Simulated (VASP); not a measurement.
# NaTl12 (a cell with a defect) in VASP: single point with PBE+D3(BJ)

Aim: the single point of NaTl12 (a cell with a defect) with PBE+D3(BJ).

Program: VASP 6.6.1. These are calculated values, not measurements. Logs are shortened: lines on timing, memory, paths and dates and some standing lists are left out, and cuts for length are marked.

**1. The cell of the first run**

The cell holds a defect, 13 atoms: a = 6.920 Å, b = 10.380 Å, c = 5.533 Å, α = 90.00°, β = 90.00°, γ = 120.00°.

**2. Single point, PBE+D3(BJ)**

INCAR

```
SYSTEM = NaTl12
  ALGO = Normal
  EDIFF = 1E-6
  ENCUT = 520
  GGA = PE
  ISIF = 2
  ISMEAR = -1
  IVDW = 12
  LASPH = .TRUE.
  LCHARG = .FALSE.
  LREAL = .FALSE.
  LWAVE = .FALSE.
  NBANDS = 94
  NELM = 100
  PREC = Accurate
  SIGMA = 0.15
```

KPOINTS

```
k-points
0
G
  3 2 3
  0 0 0
```

POSCAR

```
NaTl12
1.0
    6.9200000000      0.0000000000      0.0000000000
   -5.1900000000      8.9893440000      0.0000000000
    0.0000000000      0.0000000000      5.5325400000
Tl Na
12 1
Direct
    0.0112696424     -0.0134027127      0.0074481052
    0.1656718213      0.2054167912      0.4545830324
   -0.0046195015      0.3118759807     -0.1067416385
    0.2183463808      0.5859178865      0.4993475663
    0.0010746893      0.6427454532     -0.0072243527
    0.0710935955      0.8355635743      0.4900968663
    0.4906747764     -0.0393908734      0.1257407451
    0.7831286000      0.2935903841      0.3672428399
    0.4833264567      0.3359064819     -0.0109188364
    0.6383568562      0.5310126708      0.5070113541
    0.5130464244      0.6555869546      0.0201244271
    0.6739520490      0.8986358487      0.5803894508
    0.4595352096      0.0924671600      0.6887004404
```

Potentials or basis: VASP PAW PBE potentials, release 64 (Tl_d, Na_pv).

The run is started by

```sh
> cat potpaw_PBE.64/Tl_d/POTCAR potpaw_PBE.64/Na_pv/POTCAR > POTCAR
> mpirun -np 1 vasp_std > vasp.out
```

OUTCAR:

```text
SYSTEM = NaTl12
   EDIFF = 1E-6
   ENCUT = 520
   GGA = PE
   ISIF = 2
   ISMEAR = -1
   IVDW = 12
   LASPH = .TRUE.
   LREAL = .FALSE.
   NELM = 100
   PREC = Accurate
 IVDW          = 12

 ion  position               nearest neighbor table
   1  0.011  0.987  0.007-  12 3.12   2 3.16   6 3.23  13 3.25   6 3.39  11 3.44   9 3.46   3 3.49
                             7 3.52   5 3.54   7 3.54   2 3.64  12 3.77
   2  0.166  0.205  0.455-  13 3.09   3 3.13   1 3.16   9 3.21   8 3.24  10 3.34  12 3.37   9 3.53
                             6 3.56   1 3.64   3 3.68   4 3.79   8 3.93
   3  0.995  0.312  0.893-   8 2.97   2 3.13   8 3.22   4 3.29   9 3.30  13 3.43   5 3.46   1 3.49
                            11 3.64   2 3.68   9 3.71   7 3.80  12 4.10
   4  0.218  0.586  0.499-   8 3.11  11 3.20   6 3.22  10 3.23  12 3.23   3 3.29   5 3.31   5 3.37
                            11 3.39  10 3.76   2 3.79   7 3.95
   5  0.001  0.643  0.993-   6 3.29   4 3.31   6 3.32   4 3.37   9 3.40   7 3.42  11 3.45  10 3.46
                             3 3.46  11 3.48   1 3.54  10 3.58   8 3.77
   6  0.071  0.836  0.490-  13 2.89  10 3.08  12 3.17   4 3.22   1 3.23   7 3.23   5 3.29   5 3.32
                             1 3.39   2 3.56  12 3.92
   7  0.491  0.961  0.126-  13 2.84  12 3.03   6 3.23   8 3.29  11 3.30   5 3.42  13 3.45  12 3.46
                             1 3.52   1 3.54   3 3.80   4 3.95   9 3.99
   8  0.783  0.294  0.367-  13 2.80   3 2.97   4 3.11   9 3.13  10 3.18   3 3.22   2 3.24   7 3.29
                             5 3.77   2 3.93  12 3.96
   9  0.483  0.336  0.989-  13 2.96   8 3.13  10 3.19   2 3.21  11 3.22   3 3.30  10 3.36   5 3.40
                             1 3.46   2 3.53   3 3.71   7 3.99
  10  0.638  0.531  0.507-   6 3.08   8 3.18   9 3.19   4 3.23  11 3.29   2 3.34   9 3.36  11 3.41
                             5 3.46   5 3.58  12 3.72   4 3.76
  11  0.513  0.656  0.020-   4 3.20   9 3.22  12 3.27  10 3.29   7 3.30   4 3.39  10 3.41   1 3.44
                             5 3.45   5 3.48   3 3.64  12 3.80
  12  0.674  0.899  0.580-   7 3.03  13 3.10   1 3.12   6 3.17   4 3.23  11 3.27   2 3.37   7 3.46
                            10 3.72   1 3.77  11 3.80   6 3.92   8 3.96   3 4.10
  13  0.460  0.092  0.689-   8 2.80   7 2.84   6 2.89   9 2.96   2 3.09  12 3.10   1 3.25   3 3.43
                             7 3.45

  LATTYP: Found a simple monoclinic cell.
 ALAT       =     6.9200000000
 B/A-ratio  =     0.7995000000
 C/A-ratio  =     1.3228756993
 COS(beta)  =    -0.1889822302

  Lattice vectors:

 A1 = (   6.9200000000,   0.0000000000,   0.0000000000)
 A2 = (   0.0000000000,   0.0000000000,   5.5325400000)
 A3 = (  -1.7300000000,  -8.9893440000,   0.0000000000)

Analysis of symmetry for initial positions (statically):
=====================================================================
 Subroutine PRICEL returns:
 Original cell was already a primitive cell.

 Routine SETGRP: Setting up the symmetry group for a
 simple monoclinic supercell.

[... 166 lines left out ...]
  Fermi-wavevector in a.u.,A,eV,Ry     =   1.276099  2.411478 22.156128  1.628429
  Thomas-Fermi vector in A             =   2.408774
   LORBIT       =      0    0 simple, 1 ext, 2 COOP (PROOUT), +10 PAW based schemes
   GGA     = PE    functional components
   LHFCALC =     F    Hartree Fock is set to
   AEXX    =    0.0000 exact exchange contribution
   IVDW    =    12    specifies the selected vdW correction
   LEPSILON=     F    determine dielectric tensor
   LRPA    =     F    only Hartree local field effects (RPA)
 non-spin polarized calculation
  energy-cutoff  :      520.00
  volume of cell :      344.16
 maximum number of plane-waves:      9300
 NGX is ok and might be reduce to    54
   NGX = 25   NGY = 39   NGZ = 21

 number of electron     163.0000008 magnetization

 Free energy of the ion-electron system (eV)
  ---------------------------------------------------
  ext. energy  EPLUGINS =         0.00000000
  ---------------------------------------------------
  free energy    TOTEN  =       -26.66683481 eV

  energy without entropy =      -26.28725121  energy(sigma->0) =      -26.47704301

 E-fermi :   6.9635     XC(G=0): -10.3365

 val. band max:        6.9163813162   @ k =   0.3333   0.0000   0.0000
 cond. band min:       6.9835663836   @ k =   0.3333   0.5000   0.0000
 fundamental gap:      0.0671850674
 Fermi energy:         6.9635201059

 k-point     1 :       0.0000    0.0000    0.0000
  band No.  band energies     occupation
      1     -17.6530      2.00000
      2     -17.6376      2.00000
      3     -17.6319      2.00000
      4      -5.1901      2.00000
      5      -5.1415      2.00000
      6      -5.1249      2.00000
[... 949 lines left out ...]
     92      10.0893      0.00000
     93      10.3219      0.00000
 [bands above 93 left out]

------------------------ aborting loop because EDIFF is reached ----------------------------------------

 Edisp (eV)   -4.61725

 E8    (eV) :    -2.4082

  FORCE on cell =-STRESS in cart. coord.  units (eV):
  Direction    XX          YY          ZZ          XY          YZ          ZX
  --------------------------------------------------------------------------------------
  -------------------------------------------------------------------------------------
  Total      10.64738    10.66037     9.82396     0.25083    -0.84506     0.09588
  in kB      49.56723    49.62771    45.73392     1.16770    -3.93404     0.44638
  external pressure =       48.31 kB  Pullay stress =        0.00 kB

 VOLUME and BASIS-vectors are now :
 -----------------------------------------------------------------------------
  energy-cutoff  :      520.00
  volume of cell :      344.16
      direct lattice vectors                 reciprocal lattice vectors
     6.920000000  0.000000000  0.000000000     0.144508671  0.083432117  0.000000000
    -5.190000000  8.989344000  0.000000000     0.000000000  0.111242823  0.000000000
     0.000000000  0.000000000  5.532540000     0.000000000  0.000000000  0.180748806

 POSITION                                       TOTAL-FORCE (eV/Angst)
 -----------------------------------------------------------------------------------
     -5.04245      8.86886      0.04121         0.002037      0.005609     -0.000196
      0.08034      1.84656      2.51500         0.011365      0.003829     -0.001103
      5.26940      2.80356      4.94199         0.004262      0.008274     -0.015783
     -1.52996      5.26702      2.76266         0.004657     -0.002769      0.001860
     -3.32841      5.77786      5.49257        -0.001623     -0.010310      0.008628
     -3.84461      7.51117      2.71148         0.015042      0.007300     -0.019186
     -1.59009      8.63525      0.69567         0.003712      0.002092      0.026493
      3.89552      2.63918      2.03179        -0.017555     -0.004577      0.001057
      1.60126      3.01958      5.47213        -0.004897      0.007296      0.010048
      1.66147      4.77346      2.80506        -0.008235     -0.009189     -0.003579
      0.14778      5.89330      0.11134         0.019191      0.006507      0.003981
     -0.00017      8.07815      3.21103        -0.007466     -0.003576     -0.014136
      2.70008      0.83122      3.81026        -0.020491     -0.010488      0.001915
 -----------------------------------------------------------------------------------
    total drift:                               -0.000338      0.000470      0.000328

  FREE ENERGIE OF THE ION-ELECTRON SYSTEM (eV)
  ---------------------------------------------------
  free  energy   TOTEN  =       -31.2840897293 eV

  energy  without entropy=      -30.9045061260  energy(sigma->0) =      -31.09429793
```

Wall time 14 min (1 thread of AMD EPYC 7R13, shared host); peak memory 0.51 GiB.

Results:

```
Free energy                : -31.2841 eV
Pressure                   : 4.8 GPa
Largest force              : 0.027 eV/Å
Dispersion energy per atom : -0.355 eV
```

Forces in eV/Å, atoms in the order of the input:
```
Tl   0.002  0.006  0.000
Tl   0.011  0.004 -0.001
Tl   0.004  0.008 -0.016
Tl   0.005 -0.003  0.002
Tl  -0.002 -0.010  0.009
Tl   0.015  0.007 -0.019
Tl   0.004  0.002  0.026
Tl  -0.018 -0.005  0.001
Tl  -0.005  0.007  0.010
Tl  -0.008 -0.009 -0.004
Tl   0.019  0.007  0.004
Tl  -0.007 -0.004 -0.014
Na  -0.020 -0.010  0.002
```

Caveat: the k points lie up to 0.38 Å⁻¹ apart; spin-orbit coupling is left out, which moves the levels of the heavy elements.
